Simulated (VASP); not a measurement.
Set up this calculation in VASP 6.6.1, as the native input.

```
Task                   : single point
Functional             : PBE
Potentials or basis    : VASP PAW PBE potentials, release 64 (Cr_pv)
Cutoff                 : 520 eV
k mesh                 : 10 × 10 × 10
Occupations            : gaussian, width 0.05 eV
Spin                   : collinear spin, ferromagnetic start
Starting moments       : [0.05] μB
Dipole correction      : no
Further INCAR settings : ALGO = Normal; EDIFF = 1e-06; NBANDS = 16
```

The structure of Cr lies in POSCAR:

```
Cr
1.0
    0.0000000000      1.8096455071      1.8096455071
    1.8096455071      0.0000000000      1.8096455071
    1.8096455071      1.8096455071      0.0000000000
Cr
1
Direct
    0.0000000000      0.0000000000      0.0000000000
```

One way to write it, as run:

INCAR

```
SYSTEM = Cr
ALGO     = Normal         ! electronic algorithm
EDIFF    = 1E-6           ! SCF threshold, eV
ENCUT    = 520            ! plane-wave cutoff, eV
GGA      = PE             ! functional
ISIF     = 2              ! what is computed and relaxed
ISMEAR   = 0              ! smearing method
ISPIN    = 2              ! spin polarisation
LASPH    = .True.         ! aspherical terms in the spheres
LCHARG   = .False.        ! write CHGCAR
LMAXMIX  = 4              ! l up to which the mixer works
LORBIT   = 11             ! projections on sites
LREAL    = .False.        ! projectors in reciprocal space
LWAVE    = .False.        ! write WAVECAR
MAGMOM   = 0.05           ! initial moments
NBANDS   = 16             ! bands
NELM     = 150            ! most SCF steps
PREC     = Accurate       ! precision mode
SIGMA    = 0.05           ! smearing width, eV
```

KPOINTS

```
k-points
0
Gamma
  10 10 10
  0 0 0
```

Potentials or basis: VASP PAW PBE potentials, release 64 (Cr_pv).

Launch:

```bash
$ cat potpaw_PBE.64/Cr_pv/POTCAR > POTCAR
$ mpirun -np 1 vasp_std > vasp.out
```

Results of the run:

The pressure is 0.2 GPa and the band gap on the k mesh is zero (filled and empty bands overlap). The net moment is 0.00 μB per cell and the valence electrons inside the program's atomic spheres are Cr 11.02.

Wall time 7.8 s on 1 thread of Intel(R) Xeon(R) 6975P-C (Granite Rapids), with other jobs on the host, peak memory 0.13 GiB.
